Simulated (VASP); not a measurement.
Crystal: Si.

```
Si
1.0
    -2.66712    2.66712    1.45496
     2.66712   -2.66712    1.45496
     2.66712    2.66712   -1.45496
Si
2
Cartesian
  0.0000 0.0000 0.0000
  0.0000 2.6671 0.7275
```

| Item | Value |
| --- | --- |
| Program | VASP 6.6.1 |
| Task | relaxation of cell and atoms |
| Functional | PBE |
| Potentials or basis | VASP PAW PBE potentials, release 64 (Si) |
| Cutoff | 600 eV |
| k mesh | 6 × 6 × 6 |
| Occupations | gaussian, width 0.1 eV |
| Spin | no spin polarisation |

At the start: pressure -15.8 GPa; volume 20.70 Å³/atom.

Question: Where does the relaxation end?

Answer: Over 8 steps the energy falls by 374.0 meV/atom and the volume is 15.25 Å³/atom (-26.3 %); space group I4_1/amd (No. 141, to 0.05 Å).

The path:
| step | energy change (eV) | largest force (eV/Å) | pressure (GPa) | volume (Å³) |
| --- | --- | --- | --- | --- |
| 1 | 0.0000 | 0.0000 | -15.76 | 41.40 |
| 2 | -0.7089 | 0.0000 | 1.15 | 30.36 |
| 3 | -0.7097 | 0.0000 | 0.18 | 30.63 |
| 4 | -0.7438 | 0.0000 | 1.74 | 30.05 |
| 5 | -0.7468 | 0.0000 | 1.21 | 30.17 |
| 6 | -0.7468 | 0.0000 | 1.15 | 30.18 |
| 7 | -0.7477 | 0.0000 | -0.54 | 30.64 |
| 8 | -0.7479 | 0.0000 | -0.02 | 30.49 |

Final structure:
```
CELL_PARAMETERS angstrom
-2.44960 2.44960 1.27042
2.44960 -2.44960 1.27042
2.44960 2.44960 -1.27042
ATOMIC_POSITIONS crystal
Si 0.00000 0.00000 0.00000
Si 0.75000 0.25000 0.50000
```

Caveat: the k points lie up to 0.46 Å⁻¹ apart in the final cell; the volume moved by over 15 % at a fixed basis, so the end points are rough.
